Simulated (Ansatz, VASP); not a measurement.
## Two plane-wave programs on TiO2

POSCAR

```
TiO2
1.0
    4.9651526365      0.0000000000      0.0000000000
    0.0000000000      4.9651526365      0.0000000000
    0.0000000000      0.0000000000      2.8731688202
Ti O
2 4
Direct
    0.0000000000      0.0000000000      0.0000000000
    0.5000000000      0.5000000000      0.5000000000
    0.3051400959      0.3051400959      0.0000000000
    0.1948599041      0.8051400959      0.5000000000
    0.6948599041      0.6948599041      0.0000000000
    0.8051400959      0.1948599041      0.5000000000
```

File INCAR.step1:

```
SYSTEM = TiO2
ALGO     = Normal         ! electronic algorithm
EDIFF    = 1E-4           ! SCF threshold, eV
ENCUT    = 520            ! plane-wave cutoff, eV
GGA      = PE             ! functional
ISMEAR   = 0              ! smearing method
LASPH    = .True.         ! aspherical terms in the spheres
LCHARG   = .False.        ! write CHGCAR
LDAU     = .True.         ! DFT+U
LDAUJ    = 0 0          
LDAUL    = 2 -1           ! shell
LDAUTYPE = 2            
LDAUU    = 4 0            ! U, eV
LMAXMIX  = 4              ! l up to which the mixer works
LREAL    = .False.        ! projectors in reciprocal space
LWAVE    = .True.         ! write WAVECAR
NBANDS   = 33             ! bands
NELM     = 150            ! most SCF steps
PREC     = Accurate       ! precision mode
SIGMA    = 0.05           ! smearing width, eV
```

The input INCAR.step2:

```
SYSTEM = TiO2
ALGO     = Normal         ! electronic algorithm
EDIFF    = 1E-6           ! SCF threshold, eV
ENCUT    = 520            ! plane-wave cutoff, eV
ISIF     = 2              ! what is computed and relaxed
ISMEAR   = 0              ! smearing method
ISTART   = 1            
LASPH    = .True.         ! aspherical terms in the spheres
LCHARG   = .False.        ! write CHGCAR
LDAU     = .True.         ! DFT+U
LDAUJ    = 0 0          
LDAUL    = 2 -1           ! shell
LDAUPRINT= 1            
LDAUTYPE = 2            
LDAUU    = 4 0            ! U, eV
LMAXMIX  = 4              ! l up to which the mixer works
LMIXTAU  = .True.       
LREAL    = .False.        ! projectors in reciprocal space
LWAVE    = .False.        ! write WAVECAR
METAGGA  = R2SCAN         ! meta-GGA
NBANDS   = 33             ! bands
NELM     = 150            ! most SCF steps
PREC     = Accurate       ! precision mode
SIGMA    = 0.05           ! smearing width, eV
```

The input KPOINTS:

```
k-points
0
Gamma
  6 6 8
  0 0 0
```

Input for Ansatz:

```yaml
crystal:
  lattice:
    - [4.9651526365, 0.0, 0.0]
    - [0.0, 4.9651526365, 0.0]
    - [0.0, 0.0, 2.8731688202]
  atoms:
    - { symbol: Ti, position: [0.0, 0.0, 0.0] }
    - { symbol: Ti, position: [0.5, 0.5, 0.5] }
    - { symbol: O, position: [0.3051400959, 0.3051400959, 0.0] }
    - { symbol: O, position: [0.1948599041, 0.8051400959, 0.5] }
    - { symbol: O, position: [0.6948599041, 0.6948599041, 0.0] }
    - { symbol: O, position: [0.8051400959, 0.1948599041, 0.5] }
basis:
  ecutwfc: 500
kpoints:
  mp_grid: { grid: [6, 6, 8] }
hamiltonian:
  xc: r2scan
  hubbard: { sites: [{ species: Ti, l: d, u_eff: 4.0 }] }
scf:
  occupations: { method: gaussian, width: 0.05 }
output:
  forces: true
  stress: true
  eigenvalues: true
```

Change from the starting cell: strain +0.080 along x and y, -0.040 along z, atoms carried along.

Alike in both runs: task single point; functional r2SCAN; k mesh 6 × 6 × 8; occupations gaussian, width 0.05 eV; no spin polarisation; Hubbard terms Ti d U = 4.0 eV.

|  | VASP | Ansatz |
| --- | --- | --- |
| version | VASP 6.6.1 | Ansatz 0.2.0 |
| potentials or method | VASP PAW PBE potentials, release 64 (Ti_sv, O), cutoff 520 eV | scalar-relativistic, plane waves, PAW |
| valence electrons in the cell | 48 | 48 |

|  | VASP | Ansatz | Ansatz less VASP |
| --- | --- | --- | --- |
| gap on the k mesh at the Fermi level (eV) | 2.52 | 2.41 | -0.106 |
| least direct gap on the mesh (eV) | 2.57 | 2.49 | -0.083 |
| pressure (GPa) | -13.6 | -17.1 | -3.53 |
| traceless stress, the component that is largest in VASP (GPa) | 17.50 | 16.50 | -1.004 |
| rms of the force components (eV/Å) | 0.292 | 0.416 | +0.1244 |

VASP's potentials were made for PBE, not for r2SCAN. The programs project onto different local orbitals, so the same U acts differently, and such runs can settle in different states. Atom by atom the forces differ by 0.124 eV/Å (rms over components).
